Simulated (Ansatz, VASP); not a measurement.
## ZnS: VASP beside Ansatz

The input POSCAR:

```
ZnS
1.0
    0.0000000000      2.7046490548      2.7046490548
    2.7046490548      0.0000000000      2.7046490548
    2.7046490548      2.7046490548      0.0000000000
Zn S
1 1
Direct
    0.0000000000      0.0000000000      0.0000000000
    0.7500000000      0.7500000000      0.7500000000
```

File INCAR.step1:

```
SYSTEM = ZnS
PREC     = Accurate       ! precision mode
ENCUT    = 520            ! plane-wave cutoff, eV
ISMEAR   = 0              ! smearing method
SIGMA    = 0.05           ! smearing width, eV
LREAL    = .False.        ! projectors in reciprocal space
LASPH    = .True.         ! aspherical terms in the spheres
NELM     = 60             ! most SCF steps
NBANDS   = 16             ! bands
GGA      = PE             ! functional
ALGO     = Normal         ! electronic algorithm
EDIFF    = 1E-4           ! SCF threshold, eV
LWAVE    = .True.         ! write WAVECAR
LCHARG   = .False.        ! write CHGCAR
```

Contents of INCAR.step2:

```
SYSTEM = ZnS
PREC     = Accurate       ! precision mode
ENCUT    = 520            ! plane-wave cutoff, eV
EDIFF    = 1E-7           ! SCF threshold, eV
ISMEAR   = 0              ! smearing method
SIGMA    = 0.05           ! smearing width, eV
LREAL    = .False.        ! projectors in reciprocal space
LASPH    = .True.         ! aspherical terms in the spheres
NELM     = 60             ! most SCF steps
ALGO     = Normal         ! electronic algorithm
ISIF     = 2              ! what is computed and relaxed
LWAVE    = .False.        ! write WAVECAR
LCHARG   = .True.         ! write CHGCAR
METAGGA  = R2SCAN         ! meta-GGA
LMIXTAU  = .True.       
IVDW     = 13             ! dispersion correction
VDW_S6   = 1.0          
VDW_S8   = 0.6018749    
VDW_A1   = 0.51559235   
VDW_A2   = 5.77342911   
LELF     = .True.         ! ELF
LVHAR    = .True.       
NBANDS   = 16             ! bands
ISTART   = 1
```

File KPOINTS:

```
Automatic mesh
0
Gamma
  8 8 8
  0 0 0
```

Input for Ansatz:

```yaml
crystal:
  lattice:
    - [0.0, 2.7046490548, 2.7046490548]
    - [2.7046490548, 0.0, 2.7046490548]
    - [2.7046490548, 2.7046490548, 0.0]
  atoms:
    - { symbol: Zn, position: [0.0, 0.0, 0.0] }
    - { symbol: S, position: [0.75, 0.75, 0.75] }
basis:
  ecutwfc: 500
  ecutrho_ratio: 4
kpoints:
  mp_grid: { grid: [8, 8, 8] }
hamiltonian:
  xc: r2scan
  dispersion: d4
scf:
  occupations: { method: gaussian, width: 0.05 }
output:
  forces: true
  stress: true
  eigenvalues: true
```

Alike in both runs: task single point; functional r2SCAN; dispersion D4; k mesh 8 × 8 × 8; occupations gaussian, width 0.05 eV; no spin polarisation.

|  | VASP | Ansatz |
| --- | --- | --- |
| version | VASP 6.6.1 | Ansatz 0.2.0 |
| potentials or method | VASP PAW PBE potentials, release 64 (Zn, S), cutoff 520 eV | scalar-relativistic, plane waves, PAW |
| valence electrons in the cell | 18 | 18 |

Ansatz gave:

- gap on the k mesh at the Fermi level (eV): 2.65
- least direct gap on the mesh (eV): 2.65
- pressure (GPa): -1.7

**Question.** Estimate VASP's values.

**Answer.** gap on the k mesh at the Fermi level (eV): 2.66; least direct gap on the mesh (eV): 2.66; pressure (GPa): -1.7.

VASP's potentials were made for PBE, not for r2SCAN.
